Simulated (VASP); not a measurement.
Runs of VASP 6.6.1 on BAs. The structure is that of space group P4/mmm (No. 123), or close to it. The cells are those of the table. 

```tsv
level	cell	k mesh	grid for exact exchange (PRECFOCK)	screening parameter	gap on the mesh (eV)	pressure (GPa)
PBEsol+D3(BJ)	a = 3.096, b = 2.534, c = 3.110 Å, 2 atoms	12 × 8 × 6	-	-	none	0.8
PBEsol+D4	a = 3.107, b = 2.544, c = 3.121 Å, 2 atoms	12 × 8 × 6	-	-	none	0.8
PBE	a = 3.148, b = 2.608, c = 3.160 Å, 2 atoms	12 × 8 × 6	-	-	none	0.4
HSE06	a = 3.083, b = 2.647, c = 3.069 Å, 2 atoms	6 × 4 × 3	Normal	0.2079 1/Å	none	(a)
BLYP+D4	a = 3.563, b = 2.469, c = 3.540 Å, 2 atoms	12 × 8 × 6	-	-	none	0.3
PBE+D4	a = 3.123, b = 2.564, c = 3.136 Å, 2 atoms	12 × 8 × 6	-	-	none	0.5
PBE+D3(BJ)	a = 3.118, b = 2.566, c = 3.131 Å, 2 atoms	12 × 8 × 6	-	-	none	0.5
RPBE	a = 3.167, b = 2.628, c = 3.177 Å, 2 atoms	12 × 8 × 6	-	-	none	0.3
```

Alike in all rows: task single point; potentials or basis VASP PAW PBE potentials, release 64 (B, As); no spin polarisation; cutoff (eV) 520; smearing fermi-dirac 0.05 eV.

**Question.** Estimate the missing entries.

**Answer.** (a) -0.4.

Caveats: some runs use coarse meshes; the PAW data sets were made with another functional, which shifts forces and pressure a little (some runs); pairwise dispersion overbinds metals, which lowers pressure and volume (some runs).

A k mesh can miss the band edges, and the runs leave out spin-orbit coupling on As.

A gap of «none» marks levels without a gap at the run's occupations.
